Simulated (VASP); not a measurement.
# NbAl2C2 (Pmmm) in VASP: single point with PBE

Aim: the single point of NbAl2C2 with PBE.

Program: VASP 6.6.1. These are calculated values, not measurements. Logs are shortened: lines on timing, memory, paths and dates and some standing lists are left out, and cuts for length are marked.

### Step 1. The cell of the first run

Symmetry: Pmmm, No. 47, orthorhombic system. The conventional cell has a = 3.659 Å, b = 3.913 Å, c = 5.950 Å, α = 90.00°, β = 90.00°, γ = 90.00°. Al (site symmetry mmm) has 2 Al at 1.83 Å within 2.4 Å. Al (site symmetry mmm) has 2 Al at 1.83 Å and 2 Nb at 1.96 Å within 2.4 Å. Within 2.6 Å of Nb (site symmetry mmm) lie 2 Al at 1.96 Å. C (site symmetry 2mm) has 1 C at 1.31 Å within 1.8 Å.

### Step 2. Single point, PBE

The input, INCAR:

```
SYSTEM = NbAl2C2
ALGO = Normal ; EDIFF = 1E-6
ENCUT = 520 ; GGA = PE
ISIF = 2 ; ISMEAR = 0
LASPH = .TRUE. ; LCHARG = .FALSE.
LREAL = .FALSE. ; LWAVE = .FALSE.
NBANDS = 22 ; NELM = 80
PREC = Accurate ; SIGMA = 0.1
```

The input, KPOINTS:

```
k-points
0
G
  6 4 4
  0 0 0
```

The input, POSCAR:

```
NbAl2C2
1.0
    3.6590247500      0.0000000000      0.0000000000
    0.0000000000      3.9129801600      0.0000000000
    0.0000000000      0.0000000000      5.9496322300
Al Nb C
2 1 2
Direct
    0.5000000000      0.0000000000      0.0000000000
    0.0000000000      0.0000000000      0.0000000000
    0.0000000000      0.5000000000      0.0000000000
    0.3205192700      0.5000000000      0.5000000000
    0.6794807300      0.5000000000      0.5000000000
```

Potentials or basis: VASP PAW PBE potentials, release 64 (Al, Nb_sv, C).

Started as:

```console
$ cat potpaw_PBE.64/Al/POTCAR potpaw_PBE.64/Nb_sv/POTCAR potpaw_PBE.64/C/POTCAR > POTCAR
$ mpirun -np 1 vasp_std > vasp.out
```

OUTCAR:

```text
SYSTEM = NbAl2C2
   EDIFF = 1E-6
   ENCUT = 520
   GGA = PE
   ISIF = 2
   ISMEAR = 0
   LASPH = .TRUE.
   LREAL = .FALSE.
   NELM = 80
   PREC = Accurate

 ion  position               nearest neighbor table
   1  0.500  0.000  0.000-   2 1.83   2 1.83   3 2.68   3 2.68   3 2.68   3 2.68
   2  0.000  0.000  0.000-   1 1.83   1 1.83   3 1.96   3 1.96
   3  0.000  0.500  0.000-   2 1.96   2 1.96   1 2.68   1 2.68   1 2.68   1 2.68
   4  0.321  0.500  0.500-   5 1.31
   5  0.679  0.500  0.500-   4 1.31

  LATTYP: Found a simple orthorhombic cell.
 ALAT       =     3.6590247500
 B/A-ratio  =     1.0694052179
 C/A-ratio  =     1.6260158475

  Lattice vectors:

 A1 = (   3.6590247500,   0.0000000000,   0.0000000000)
 A2 = (   0.0000000000,   3.9129801600,   0.0000000000)
 A3 = (   0.0000000000,   0.0000000000,   5.9496322300)

Analysis of symmetry for initial positions (statically):
=====================================================================
 Subroutine PRICEL returns:
 Original cell was already a primitive cell.

 Routine SETGRP: Setting up the symmetry group for a
 simple orthorhombic supercell.

 Subroutine GETGRP returns: Found  8 space group operations
 (whereof  8 operations were pure point group operations)
 out of a pool of  8 trial point group operations.

The static configuration has the point symmetry D_2h.

Analysis of symmetry for dynamics (positions and initial velocities):
=====================================================================
 Subroutine PRICEL returns:
 Original cell was already a primitive cell.

 Routine SETGRP: Setting up the symmetry group for a
 simple orthorhombic supercell.

 Subroutine GETGRP returns: Found  8 space group operations
 (whereof  8 operations were pure point group operations)
 out of a pool of  8 trial point group operations.

The dynamic configuration has the point symmetry D_2h.

 Subroutine INISYM returns: Found  8 space group operations
 (whereof  8 operations are pure point group operations),
 and found     1 'primitive' translations

----------------------------------------------------------------------------------------

                                     Primitive cell

  volume of cell :      85.1850

  direct lattice vectors                    reciprocal lattice vectors
     3.659024750  0.000000000  0.000000000     0.273296867  0.000000000  0.000000000
[... 86 lines left out ...]
   ISPIN  =      1    spin polarized calculation?
   LNONCOLLINEAR =      F non collinear calculations
   LSORBIT =      F    spin-orbit coupling
   LASPH  =      T    aspherical Exc in radial PAW
   ENCUT  =  520.0 eV  38.22 Ry    6.18 a.u.   6.80  7.28 11.06*2*pi/ulx,y,z
   NELM   =     80;   NELMIN=  2; NELMDL= -5     # of ELM steps
   EDIFF  = 0.1E-05   stopping-criterion for ELM
   LREAL  =      F    real-space projection
[... 7 lines left out ...]
   TEBEG  =    0.0;   TEEND  =   0.0 temperature during run
   PSTRESS=    0.0 pullay stress
   NELECT =      27.0000    total number of electrons
   NUPDOWN=      -1.0000    fix difference up-down
   EMIN   =  10.00;   EMAX   =-10.00  energy-range for DOS
   EFERMI =   0.00;   METHOD = LEGACY
   ISMEAR =     0;   SIGMA  =   0.10  broadening in eV -4-tet -1-fermi 0-gaus
   EFERMI_NEDOS =   21; number of points for ismear=-14 and -15
   IALGO  =     38    algorithm
   IMIX   =      4    mixing-type and parameters
     AMIX     =   0.40;   BMIX     =  1.00
     AMIX_MAG =   1.60;   BMIX_MAG =  1.00
  volume/ion in A,a.u.               =      17.04       114.97
  Fermi-wavevector in a.u.,A,eV,Ry     =   1.116199  2.109311 16.951508  1.245901
  Thomas-Fermi vector in A             =   2.252811
   LORBIT       =      0    0 simple, 1 ext, 2 COOP (PROOUT), +10 PAW based schemes
   GGA     = PE    functional components
   LHFCALC =     F    Hartree Fock is set to
   AEXX    =    0.0000 exact exchange contribution
   IVDW    =     0    specifies the selected vdW correction
   LEPSILON=     F    determine dielectric tensor
   LRPA    =     F    only Hartree local field effects (RPA)
 non-spin polarized calculation
 Gauss-broadening in eV      SIGMA  =   0.10
  energy-cutoff  :      520.00
  volume of cell :       85.18
 maximum number of plane-waves:      2322
 NGX is ok and might be reduce to    28
   NGX = 13   NGY = 15   NGZ = 23

 number of electron      27.0000000 magnetization

 Free energy of the ion-electron system (eV)
  ---------------------------------------------------
  ext. energy  EPLUGINS =         0.00000000
  ---------------------------------------------------
  free energy    TOTEN  =       -15.05957195 eV

  energy without entropy =      -15.05391235  energy(sigma->0) =      -15.05674215

 E-fermi :   4.4984     XC(G=0):  -9.4758

 val. band max:        4.4758940007   @ k =   0.1667   0.0000   0.0000
 cond. band min:       4.5643448761   @ k =   0.1667   0.0000   0.2500
 fundamental gap:      0.0884508755
 Fermi energy:         4.4983733778

 k-point     1 :       0.0000    0.0000    0.0000
  band No.  band energies     occupation
      1     -49.9348      2.00000
      2     -26.6438      2.00000
      3     -26.0853      2.00000
      4     -25.9790      2.00000
      5      -8.7582      2.00000
      6      -4.2798      2.00000
[... 589 lines left out ...]
     21       9.1044      0.00000
     22      11.6393      0.00000

 [... further k-points ...]

------------------------ aborting loop because EDIFF is reached ----------------------------------------

  FORCE on cell =-STRESS in cart. coord.  units (eV):
  Direction    XX          YY          ZZ          XY          YZ          ZX
  --------------------------------------------------------------------------------------
  -------------------------------------------------------------------------------------
  Total       45.0563227     46.5787724     -8.3369295     -0.0000000      0.0000000      0.0000000
  in kB      847.4287843    876.0633382   -156.8027227     -0.0000000      0.0000000      0.0000000
  external PRESSURE =     522.2297999 kB  Pullay stress =       0.0000000 kB

 VOLUME and BASIS-vectors are now :
 -----------------------------------------------------------------------------
  energy-cutoff  :      520.00
  volume of cell :       85.18
      direct lattice vectors                 reciprocal lattice vectors
     3.659024750  0.000000000  0.000000000     0.273296867  0.000000000  0.000000000
     0.000000000  3.912980160  0.000000000     0.000000000  0.255559691  0.000000000
     0.000000000  0.000000000  5.949632230     0.000000000  0.000000000  0.168077616

 POSITION                                       TOTAL-FORCE (eV/Angst)
 -----------------------------------------------------------------------------------
      1.82951      0.00000      0.00000        -0.000000     -0.000000      0.000000
      0.00000      0.00000      0.00000        -0.000000     -0.000000      0.000000
      0.00000      1.95649      0.00000        -0.000000     -0.000000      0.000000
      1.17279      1.95649      2.97482         1.137983      0.000000      0.000000
      2.48624      1.95649      2.97482        -1.137983      0.000000      0.000000
 -----------------------------------------------------------------------------------
    total drift:                               -0.000000      0.000000     -0.000000

  FREE ENERGIE OF THE ION-ELECTRON SYSTEM (eV)
  ---------------------------------------------------
  free  energy   TOTEN  =       -15.0595719520 eV

  energy  without entropy=      -15.0539123451  energy(sigma->0) =      -15.05674215
```

OSZICAR:

```text
N       E                     dE             d eps       ncg     rms          rms(c)
DAV:   1     0.190874551164E+03    0.19087E+03   -0.12693E+04  1592   0.106E+03
DAV:   2    -0.331083331820E+01   -0.19419E+03   -0.18625E+03  2218   0.337E+02
DAV:   3    -0.179281836980E+02   -0.14617E+02   -0.14257E+02  2692   0.697E+01
DAV:   4    -0.186199784275E+02   -0.69179E+00   -0.68582E+00  2360   0.142E+01
DAV:   5    -0.186510078395E+02   -0.31029E-01   -0.31017E-01  2424   0.250E+00    0.140E+01
DAV:   6    -0.155611960289E+02    0.30898E+01   -0.62172E+00  2318   0.143E+01    0.587E+00
DAV:   7    -0.151513569164E+02    0.40984E+00   -0.31975E+00  2300   0.801E+00    0.308E+00
DAV:   8    -0.150552839872E+02    0.96073E-01   -0.70137E-01  2322   0.411E+00    0.107E+00
DAV:   9    -0.150574908132E+02   -0.22068E-02   -0.54013E-02  2156   0.127E+00    0.487E-01
DAV:  10    -0.150590793418E+02   -0.15885E-02   -0.70520E-03  2254   0.528E-01    0.183E-01
DAV:  11    -0.150594622904E+02   -0.38295E-03   -0.11300E-03  2114   0.212E-01    0.765E-02
DAV:  12    -0.150595641460E+02   -0.10186E-03   -0.35076E-04  1900   0.107E-01    0.183E-02
DAV:  13    -0.150595688227E+02   -0.46767E-05   -0.22692E-05  2140   0.352E-02    0.897E-03
DAV:  14    -0.150595718524E+02   -0.30297E-05   -0.62892E-06  1858   0.145E-02    0.219E-03
DAV:  15    -0.150595719520E+02   -0.99597E-07   -0.45771E-07  1296   0.426E-03
   1 F= -.15059572E+02 E0= -.15056742E+02  d E =-.565961E-02
```

Run time: 56 s. Hardware: 1 thread of Intel Xeon 6975P-C, shared host; peak memory 0.23 GiB.

Results:

```yaml
Free_energy: -15.0596 eV
Pressure: 52.2 GPa
Largest_force: 1.138 eV/Å
```

Forces in eV/Å, atoms in the order of the input:
```
Al   0.000  0.000  0.000
Al   0.000  0.000  0.000
Nb   0.000  0.000  0.000
C    1.138  0.000  0.000
C   -1.138  0.000  0.000
```

Stress tensor (GPa, compression positive):
```
 84.74   0.00   0.00
  0.00  87.61   0.00
  0.00   0.00 -15.68
```

Levels at points of the mesh, in eV from the Fermi level:
```tsv
k point	band 12	band 13	band 14	band 15	band 16	band 17
(0.00, 0.00, 0.00)	-1.40	-0.86	-0.17	0.17	0.79	1.10
(0.50, 0.00, 0.00)	-0.56	-0.03	0.59	1.32	1.48	1.88
(0.00, 0.50, 0.00)	-2.40	-1.85	-1.25	1.27	1.85	4.26
(0.50, 0.50, 0.00)	-1.63	-0.74	1.24	1.38	1.82	1.86
(0.00, 0.00, 0.50)	-1.40	-1.01	-0.44	-0.31	1.31	1.52
(0.50, 0.00, 0.50)	-0.94	-0.61	-0.35	1.06	1.88	1.89
(0.00, 0.50, 0.50)	-1.95	-1.61	-1.13	1.72	2.52	4.16
(0.50, 0.50, 0.50)	-1.81	-0.28	0.18	0.40	2.07	2.13
```

Caveat: the k points lie up to 0.40 Å⁻¹ apart; forces of over 1 eV/Å act on the atoms, so gaps and moduli don't describe the material at rest.
